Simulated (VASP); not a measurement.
Input of a VASP 6.6.1 run:

File INCAR:

```
PREC     = Accurate       # precision mode
ENCUT    = 520            # plane-wave cutoff, eV
EDIFF    = 1E-6           # SCF threshold, eV
ISMEAR   = -1             # smearing method
SIGMA    = 0.1            # smearing width, eV
LREAL    = F              # projectors in reciprocal space
LASPH    = T              # aspherical terms in the spheres
NELM     = 100            # most SCF steps
ALGO     = Normal         # electronic algorithm
ISIF     = 2              # what is computed and relaxed
LWAVE    = F              # write WAVECAR
LCHARG   = T              # write CHGCAR
GGA      = PS             # functional
LELF     = T              # ELF
LVHAR    = T            
NBANDS   = 10             # bands
```

KPOINTS

```
Automatic mesh
0
Gamma
  13 13 12
```

The input POSCAR:

```
Na
1.0
    3.5502483302      0.0000000000      0.0000000000
   -1.7751241651      3.0746052437      0.0000000000
    0.0000000000      0.0000000000      3.3220822114
Na
1
Direct
    0.0000000000      0.0000000000      0.0000000000
```

Potentials or basis: VASP PAW PBE potentials, release 64 (Na_pv).

Launch:

```console
$ cat potpaw_PBE.64/Na_pv/POTCAR > POTCAR
$ mpirun -np 1 vasp_std > vasp.out
```

**Question.** Predict the pressure.

**Answer.** 0.3 GPa.

Caveat: the PAW data sets were made with another functional, which shifts forces and pressure a little.
